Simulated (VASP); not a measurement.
# Pb4O (P4/mmm) in VASP: further runs

The runs below take Pb4O through single point, relaxation of cell and atoms, with PBE.

All numbers are computed with VASP 6.6.1; they aren't measurements. Logs are shortened: lines on timing, memory, paths and dates and some standing lists are left out, and cuts for length are marked.

## (1) The cell of the first run

It takes space group P4/mmm (No. 123, tetragonal). The conventional cell has a = 4.255 Å, b = 4.255 Å, c = 6.018 Å, α = 90.00°, β = 90.00°, γ = 90.00°. Pb (site symmetry 2mm) has 2 O at 2.61 Å and 6 Pb at 3.01 Å within 3.4 Å. Within 3.4 Å of O (site symmetry 4/mmm) lie 8 Pb at 2.61 Å.

## (2) Single point, PBE

The input, INCAR:

```
ALGO     = Normal         # electronic algorithm
EDIFF    = 1E-6           # SCF threshold, eV
ENCUT    = 600            # plane-wave cutoff, eV
GGA      = PE             # functional
GGA_COMPAT= F            
ISIF     = 2              # what is computed and relaxed
ISMEAR   = 0              # smearing method
LASPH    = T              # aspherical terms in the spheres
LCHARG   = T              # write CHGCAR
LELF     = T              # ELF
LREAL    = F              # projectors in reciprocal space
LVHAR    = T            
LWAVE    = F              # write WAVECAR
NBANDS   = 39             # bands
NELM     = 120            # most SCF steps
PREC     = Accurate       # precision mode
SIGMA    = 0.1            # smearing width, eV
```

The input, KPOINTS:

```
k-points
0
Gamma
  4 4 4
```

The input, POSCAR:

```
Pb4O
1.0
    4.2551218500      0.0000000000      0.0000000000
    0.0000000000      4.2551218500      0.0000000000
    0.0000000000      0.0000000000      6.0176510300
Pb O
4 1
Direct
    0.5000000000      0.0000000000      0.2500000000
    0.0000000000      0.5000000000      0.7500000000
    0.5000000000      0.0000000000      0.7500000000
    0.0000000000      0.5000000000      0.2500000000
    0.0000000000      0.0000000000      0.0000000000
```

Potentials or basis: VASP PAW PBE potentials, release 64 (Pb_d, O).

Launch:

```bash
$ cat potpaw_PBE.64/Pb_d/POTCAR potpaw_PBE.64/O/POTCAR > POTCAR
$ mpirun -np 1 vasp_std > vasp.out
```

OUTCAR:

```text
EDIFF = 1E-6
   ENCUT = 600
   GGA = PE
   ISIF = 2
   ISMEAR = 0
   LASPH = T
   LREAL = F
   NELM = 120
   PREC = Accurate

 ion  position               nearest neighbor table
   1  0.500  0.000  0.250-   5 2.61   5 2.61   4 3.01   4 3.01   4 3.01   4 3.01   3 3.01   3 3.01

   2  0.000  0.500  0.750-   5 2.61   5 2.61   3 3.01   3 3.01   3 3.01   3 3.01   4 3.01   4 3.01

   3  0.500  0.000  0.750-   5 2.61   5 2.61   2 3.01   2 3.01   2 3.01   2 3.01   1 3.01   1 3.01

   4  0.000  0.500  0.250-   5 2.61   5 2.61   1 3.01   1 3.01   1 3.01   1 3.01   2 3.01   2 3.01

   5  0.000  0.000  0.000-   1 2.61   2 2.61   3 2.61   4 2.61   2 2.61   4 2.61   1 2.61   3 2.61

  LATTYP: Found a simple tetragonal cell.
 ALAT       =     4.2551218500
 C/A-ratio  =     1.4142135624

  Lattice vectors:

 A1 = (   4.2551218500,   0.0000000000,   0.0000000000)
 A2 = (   0.0000000000,   4.2551218500,   0.0000000000)
 A3 = (   0.0000000000,   0.0000000000,   6.0176510300)

Analysis of symmetry for initial positions (statically):
=====================================================================
 Subroutine PRICEL returns:
 Original cell was already a primitive cell.

 Routine SETGRP: Setting up the symmetry group for a
 simple tetragonal supercell.

 Subroutine GETGRP returns: Found 16 space group operations
 (whereof 16 operations were pure point group operations)
 out of a pool of 16 trial point group operations.

The static configuration has the point symmetry D_4h.

Analysis of symmetry for dynamics (positions and initial velocities):
=====================================================================
 Subroutine PRICEL returns:
 Original cell was already a primitive cell.

 Routine SETGRP: Setting up the symmetry group for a
 simple tetragonal supercell.

 Subroutine GETGRP returns: Found 16 space group operations
 (whereof 16 operations were pure point group operations)
 out of a pool of 16 trial point group operations.

The dynamic configuration has the point symmetry D_4h.

 Subroutine INISYM returns: Found 16 space group operations
 (whereof 16 operations are pure point group operations),
 and found     1 'primitive' translations

----------------------------------------------------------------------------------------

                                     Primitive cell

  volume of cell :     108.9560

  direct lattice vectors                    reciprocal lattice vectors
     4.255121850  0.000000000  0.000000000     0.235010896  0.000000000  0.000000000
     0.000000000  4.255121850  0.000000000     0.000000000  0.235010896  0.000000000
     0.000000000  0.000000000  6.017651030     0.000000000  0.000000000  0.166177798

  length of vectors
     4.255121850  4.255121850  6.017651030     0.235010896  0.235010896  0.166177798

  position of ions in fractional coordinates (direct lattice)
     0.500000000  0.000000000  0.250000000
     0.000000000  0.500000000  0.750000000
     0.500000000  0.000000000  0.750000000
     0.000000000  0.500000000  0.250000000
     0.000000000  0.000000000  0.000000000

  ion indices of the primitive-cell ions
   primitive index   ion index
                 1           1
                 2           2
                 3           3
                 4           4
                 5           5

----------------------------------------------------------------------------------------

 KPOINTS: k-points

Automatic generation of k-mesh.
 Grid dimensions read from file:
 generate k-points for:    4    4    4

 Generating k-lattice:

  Cartesian coordinates                     Fractional coordinates (reciprocal lattice)
     0.058752724  0.000000000  0.000000000     0.250000000  0.000000000  0.000000000
     0.000000000  0.058752724  0.000000000     0.000000000  0.250000000  0.000000000
     0.000000000  0.000000000  0.041544450     0.000000000  0.000000000  0.250000000

  Length of vectors
     0.058752724  0.058752724  0.041544450

  Shift w.r.t. Gamma in fractional coordinates (k-lattice)
     0.000000000  0.000000000  0.000000000

 Subroutine IBZKPT returns following result:
 ===========================================

 Found     18 irreducible k-points:

 Following reciprocal coordinates:
            Coordinates               Weight
  0.000000  0.000000  0.000000      1.000000
  0.250000  0.000000  0.000000      4.000000
  0.500000  0.000000  0.000000      2.000000
  0.250000  0.250000  0.000000      4.000000
  0.500000  0.250000  0.000000      4.000000
  0.500000  0.500000  0.000000      1.000000
[... 10 lines left out ...]
  0.500000  0.250000  0.500000      4.000000
  0.500000  0.500000  0.500000      1.000000
   k-points           NKPTS =     18   k-points in BZ     NKDIM =     18   number of bands    NBANDS=     39
   number of dos      NEDOS =    301   number of ions     NIONS =      5
   total plane-waves  NPLWV =  62208
   dimension x,y,z NGX =    36 NGY =   36 NGZ =   48
[... 37 lines left out ...]
  Thomas-Fermi vector in A             =   2.483599
   LORBIT       =      0    0 simple, 1 ext, 2 COOP (PROOUT), +10 PAW based schemes
   GGA     = PE    functional components
   LHFCALC =     F    Hartree Fock is set to
   AEXX    =    0.0000 exact exchange contribution
   IVDW    =     0    specifies the selected vdW correction
   LEPSILON=     F    determine dielectric tensor
   LRPA    =     F    only Hartree local field effects (RPA)
 non-spin polarized calculation
 Gauss-broadening in eV      SIGMA  =   0.10
  energy-cutoff  :      600.00
  volume of cell :      108.96
 maximum number of plane-waves:      3680
 NGX is ok and might be reduce to    36
   NGX = 17   NGY = 17   NGZ = 25

 number of electron      62.0000001 magnetization

 Free energy of the ion-electron system (eV)
  ---------------------------------------------------
  ext. energy  EPLUGINS =         0.00000000
  ---------------------------------------------------
  free energy    TOTEN  =       -17.42546088 eV

  energy without entropy =      -17.41696906  energy(sigma->0) =      -17.42121497

 E-fermi :   9.0888     XC(G=0): -11.0226

 val. band max:        9.0570529079   @ k =   0.5000   0.0000   0.2500
 cond. band min:       9.1121880712   @ k =   0.5000   0.2500   0.0000
 fundamental gap:      0.0551351633
 Fermi energy:         9.0888480912

 k-point     1 :       0.0000    0.0000    0.0000
  band No.  band energies     occupation
      1      -9.9152      2.00000
      2      -8.8953      2.00000
      3      -8.8810      2.00000
      4      -8.8178      2.00000
      5      -8.5267      2.00000
      6      -8.5182      2.00000
[... 31 lines left out ...]
     38      14.8407      0.00000
     39      16.5505      0.00000

 k-point     2 :       0.2500    0.0000    0.0000
  band No.  band energies     occupation
      1      -9.8957      2.00000
      2      -8.8321      2.00000
      3      -8.7146      2.00000
      4      -8.6533      2.00000
      5      -8.5737      2.00000
      6      -8.4662      2.00000
[... 31 lines left out ...]
     38      15.2561      0.00000
     39      15.3642      0.00000

 k-point     3 :       0.5000    0.0000    0.0000
  band No.  band energies     occupation
      1      -9.8825      2.00000
      2      -8.6951      2.00000
      3      -8.6941      2.00000
      4      -8.3583      2.00000
      5      -8.3354      2.00000
      6      -8.3060      2.00000
[... 31 lines left out ...]
     38      14.1903      0.00000
     39      15.7912      0.00000

 k-point     4 :       0.2500    0.2500    0.0000
  band No.  band energies     occupation
      1      -9.9044      2.00000
      2      -8.8606      2.00000
      3      -8.6294      2.00000
      4      -8.6157      2.00000
      5      -8.5414      2.00000
      6      -8.4837      2.00000
[... 31 lines left out ...]
     38      16.1268      0.00000
     39      16.2509      0.00000
[... 502 lines left out ...]
     38      14.2193      0.00000
     39      15.6700      0.00000

 k-point    17 :       0.5000    0.2500    0.5000
  band No.  band energies     occupation
      1      -9.8887      2.00000
      2      -8.5143      2.00000
      3      -8.5140      2.00000
      4      -8.5107      2.00000
      5      -8.5105      2.00000
      6      -8.3174      2.00000
[... 31 lines left out ...]
     38      15.4433      0.00000
     39      15.4561      0.00000

 k-point    18 :       0.5000    0.5000    0.5000
  band No.  band energies     occupation
      1      -9.9112      2.00000
      2      -8.6205      2.00000
      3      -8.6205      2.00000
      4      -8.6195      2.00000
      5      -8.6195      2.00000
      6      -8.3817      2.00000
[... 31 lines left out ...]
     38      15.4665      0.00000
     39      17.1690      0.00000

------------------------ aborting loop because EDIFF is reached ----------------------------------------

  FORCE on cell =-STRESS in cart. coord.  units (eV):
  Direction    XX          YY          ZZ          XY          YZ          ZX
  --------------------------------------------------------------------------------------
  -------------------------------------------------------------------------------------
  Total       13.9910380     13.9910380     13.9550270      0.0000000      0.0000000     -0.0000000
  in kB      205.7356329    205.7356329    205.2060974      0.0000000      0.0000000     -0.0000000
  external PRESSURE =     205.5591211 kB  Pullay stress =       0.0000000 kB

 VOLUME and BASIS-vectors are now :
 -----------------------------------------------------------------------------
  energy-cutoff  :      600.00
  volume of cell :      108.96
      direct lattice vectors                 reciprocal lattice vectors
     4.255121850  0.000000000  0.000000000     0.235010896  0.000000000  0.000000000
     0.000000000  4.255121850  0.000000000     0.000000000  0.235010896  0.000000000
     0.000000000  0.000000000  6.017651030     0.000000000  0.000000000  0.166177798

 POSITION                                       TOTAL-FORCE (eV/Angst)
 -----------------------------------------------------------------------------------
      2.12756      0.00000      1.50441         0.000000     -0.000000      0.324902
      0.00000      2.12756      4.51324         0.000000      0.000000     -0.324902
      2.12756      0.00000      4.51324        -0.000000     -0.000000     -0.324902
      0.00000      2.12756      1.50441         0.000000      0.000000      0.324902
      0.00000      0.00000      0.00000         0.000000     -0.000000      0.000000
 -----------------------------------------------------------------------------------
    total drift:                                0.000000      0.000000      0.000000

  FREE ENERGIE OF THE ION-ELECTRON SYSTEM (eV)
  ---------------------------------------------------
  free  energy   TOTEN  =       -17.4254608813 eV

  energy  without entropy=      -17.4169690575  energy(sigma->0) =      -17.42121497
```

It took 87 s on 1 thread of Intel Xeon Platinum 8124M at 3.00GHz (Skylake/Cascade Lake), shared host; peak memory 0.27 GiB.

What came out:

| Quantity | Value |
| --- | --- |
| Free energy | -17.4255 eV |
| Pressure | 20.6 GPa |
| Largest force | 0.325 eV/Å |
| Band gap on the k mesh | zero (band 31 reaches 10.47 eV, above the bottom of band 32 at 8.40 eV) |

Forces on the atoms (eV/Å):
```
Pb   0.000  0.000  0.325
Pb   0.000  0.000 -0.325
Pb   0.000  0.000 -0.325
Pb   0.000  0.000  0.325
O    0.000  0.000  0.000
```

Caveat: the k points lie up to 0.37 Å⁻¹ apart; spin-orbit coupling is left out, which moves the levels of the heavy elements.

## (3) Single point, PBE

This run uses another cell than the first one, of 27.82 Å³/atom, 1.277 times its volume.

The input, INCAR:

```
ALGO = Normal ; EDIFF = 1E-6
ENCUT = 600 ; GGA = PE
GGA_COMPAT = F ; ISIF = 2
ISMEAR = 0 ; LASPH = T
LCHARG = T ; LELF = T
LREAL = F ; LVHAR = T
LWAVE = F ; NBANDS = 39
NELM = 120 ; PREC = Accurate
SIGMA = 0.1
```

KPOINTS is that of step 2.

The input, POSCAR:

```
Pb4O
1.0
    4.6155751261      0.0000000000      0.0000000000
    0.0000000000      4.6155751261      0.0000000000
    0.0000000000      0.0000000000      6.5289037342
Pb O
4 1
Direct
    0.5000000000      0.0000000000      0.2473874151
    0.0000000000      0.5000000000      0.7526125849
    0.5000000000      0.0000000000      0.7526125849
    0.0000000000      0.5000000000      0.2473874151
    0.0000000000      0.0000000000      0.0000000000
```

Potentials or basis: VASP PAW PBE potentials, release 64 (Pb_d, O).

Launch:

```bash
$ cat potpaw_PBE.64/Pb_d/POTCAR potpaw_PBE.64/O/POTCAR > POTCAR
$ mpirun -np 1 vasp_std > vasp.out
```

It took 2.8 min on 1 thread of Intel Xeon Platinum 8124M at 3.00GHz (Skylake/Cascade Lake), shared host; peak memory 0.33 GiB.

The run converged. Its results:

* Free energy: -18.9658 eV
* Pressure: 0.1 GPa
* Band gap on the k mesh: zero (band 31 reaches 7.28 eV, above the bottom of band 32 at 5.56 eV)

Levels at points of the mesh, in eV from the Fermi level:
| k point | band 27 | band 28 | band 29 | band 30 | band 31 | band 32 | band 33 | band 34 | band 35 | band 36 |
| --- | --- | --- | --- | --- | --- | --- | --- | --- | --- | --- |
| (0.00, 0.00, 0.00) | -3.92 | -3.52 | -2.26 | -0.41 | -0.41 | -0.07 | -0.05 | -0.05 | 3.92 | 4.82 |
| (0.50, 0.00, 0.00) | -3.47 | -2.42 | -2.05 | -0.26 | 0.26 | 0.26 | 1.19 | 1.91 | 2.35 | 2.39 |
| (0.50, 0.50, 0.00) | -4.09 | -3.57 | -3.57 | -2.96 | -2.02 | 0.13 | 0.13 | 1.03 | 3.23 | 5.48 |
| (0.00, 0.00, 0.50) | -3.76 | -2.96 | -1.17 | -1.17 | -0.17 | 0.37 | 0.47 | 0.47 | 3.67 | 3.90 |
| (0.50, 0.00, 0.50) | -2.88 | -2.37 | 1.01 | 1.02 | 1.04 | 1.07 | 1.07 | 1.12 | 1.15 | 1.15 |
| (0.50, 0.50, 0.50) | -3.29 | -3.22 | -2.25 | -2.25 | -1.64 | -0.42 | 1.63 | 1.63 | 2.65 | 2.65 |

Caveat: spin-orbit coupling is left out, which moves the levels of the heavy elements.

## (4) Relaxation of cell and atoms, PBE

The input, INCAR:

```
SYSTEM = Pb4O
PREC = Accurate ; ENCUT = 600
EDIFF = 1E-7 ; ISMEAR = 0
SIGMA = 0.1 ; LREAL = .FALSE.
LASPH = .TRUE. ; NELM = 120
ALGO = Normal ; ISIF = 3
LWAVE = .FALSE. ; LCHARG = .FALSE.
GGA = PE ; IBRION = 2
NSW = 90 ; EDIFFG = -0.04
GGA_COMPAT = .FALSE. ; NELMIN = 4
```

The input, KPOINTS:

```
regular mesh
0
G
  4 4 4
  0 0 0
```

The input, POSCAR:

```
Pb4O
1.0
    4.2551218500      0.0000000000      0.0000000000
    0.0000000000      4.2551218500      0.0000000000
    0.0000000000      0.0000000000      6.0176510300
Pb O
4 1
Direct
    0.5000000000      0.0000000000      0.2500000000
    0.0000000000      0.5000000000      0.7500000000
    0.5000000000      0.0000000000      0.7500000000
    0.0000000000      0.5000000000      0.2500000000
    0.0000000000      0.0000000000      0.0000000000
```

Launch:

```bash
$ cat potpaw_PBE.64/Pb_d/POTCAR potpaw_PBE.64/O/POTCAR > POTCAR
$ mpirun -np 1 vasp_std > vasp.out
```

It took 7.9 min on 1 thread of Intel Xeon Platinum 8124M at 3.00GHz (Skylake/Cascade Lake), shared host; peak memory 0.29 GiB.

Results (log left out):

- Free energy: -18.9486 eV
- Relaxed volume: 27.90 Å³/atom
- Relaxed cell: a = 4.616 Å, b = 4.616 Å, c = 6.547 Å, α = 90.00°, β = 90.00°, γ = 90.00°
- Space group after relaxing (to 0.05 Å): P4/mmm (No. 123)
- Energy gained by relaxing: 304.6 meV/atom
- Ionic steps: 6
- Pressure after relaxing: -0.1 GPa
- Largest force after relaxing: 0.019 eV/Å
- Band gap on the k mesh: zero (band 31 reaches 7.23 eV, above the bottom of band 32 at 5.52 eV)

Forces on the atoms (eV/Å):
```
Pb   0.000  0.000 -0.019
Pb   0.000  0.000  0.019
Pb   0.000  0.000  0.019
Pb   0.000  0.000 -0.019
O    0.000  0.000  0.000
```

Stress tensor (GPa, compression positive):
```
-0.07  0.00  0.00
 0.00 -0.07  0.00
 0.00  0.00 -0.15
```

The path:
| step | energy change (eV) | largest force (eV/Å) | pressure (GPa) | volume (Å³) |
| --- | --- | --- | --- | --- |
| 1 | 0.0000 | 0.3253 | 20.56 | 108.96 |
| 2 | -1.1624 | 0.3117 | -4.68 | 159.27 |
| 3 | -1.5102 | 0.2201 | 0.16 | 138.27 |
| 4 | -1.5102 | 0.2252 | -0.06 | 138.91 |
| 5 | -1.5177 | 0.1499 | -0.08 | 139.13 |
| 6 | -1.5231 | 0.0188 | -0.09 | 139.50 |

Final structure:
```yaml
crystal:
  lattice:
    - [4.61582, 0.00000, 0.00000]
    - [0.00000, 4.61582, 0.00000]
    - [0.00000, 0.00000, 6.54733]
  atoms:
    - { symbol: Pb, position: [0.50000, 0.00000, 0.24768] }
    - { symbol: Pb, position: [0.00000, 0.50000, 0.75232] }
    - { symbol: Pb, position: [0.50000, 0.00000, 0.75232] }
    - { symbol: Pb, position: [0.00000, 0.50000, 0.24768] }
    - { symbol: O, position: [0.00000, 0.00000, 0.00000] }
```

Levels at points of the mesh, in eV from the Fermi level:
| k point | band 29 | band 30 | band 31 | band 32 | band 33 | band 34 |
| --- | --- | --- | --- | --- | --- | --- |
| (0.00, 0.00, 0.00) | -2.26 | -0.41 | -0.41 | -0.06 | -0.06 | -0.06 |
| (0.50, 0.00, 0.00) | -2.04 | -0.26 | 0.27 | 0.27 | 1.19 | 1.90 |
| (0.50, 0.50, 0.00) | -3.56 | -2.96 | -2.04 | 0.14 | 0.14 | 1.01 |
| (0.00, 0.00, 0.50) | -1.18 | -1.18 | -0.18 | 0.34 | 0.46 | 0.46 |
| (0.50, 0.00, 0.50) | 1.01 | 1.01 | 1.02 | 1.04 | 1.08 | 1.11 |
| (0.50, 0.50, 0.50) | -2.25 | -2.25 | -1.66 | -0.44 | 1.60 | 1.60 |

Caveat: the k points lie up to 0.34 Å⁻¹ apart in the final cell; the volume moved by over 15 % at a fixed basis, so the end points are rough; spin-orbit coupling is left out, which moves the levels of the heavy elements.

## (5) The runs side by side

```csv
task,cell,gap on the mesh (eV),pressure (GPa),largest force (eV/Å)
single point,"a = 4.255, b = 4.255, c = 6.018 Å, 5 atoms",none,20.6,0.32
single point,"a = 4.616, b = 4.616, c = 6.529 Å, 5 atoms",none,0.1,-
relaxation of cell and atoms,"relaxed from a = 4.255, b = 4.255, c = 6.018 Å, 5 atoms",none,-0.1,0.02
```

Alike in all rows: level PBE; potentials or basis VASP PAW PBE potentials, release 64 (Pb_d, O); no spin polarisation; k mesh 4 × 4 × 4; cutoff (eV) 600; smearing gaussian 0.1 eV.

Caveats: some runs use coarse meshes; spin-orbit coupling is left out, which moves the levels of the heavy elements; the volume moved by over 15 % at a fixed basis, so the end points are rough (some runs).

Absolute energies hang on the potentials; compare differences alone.
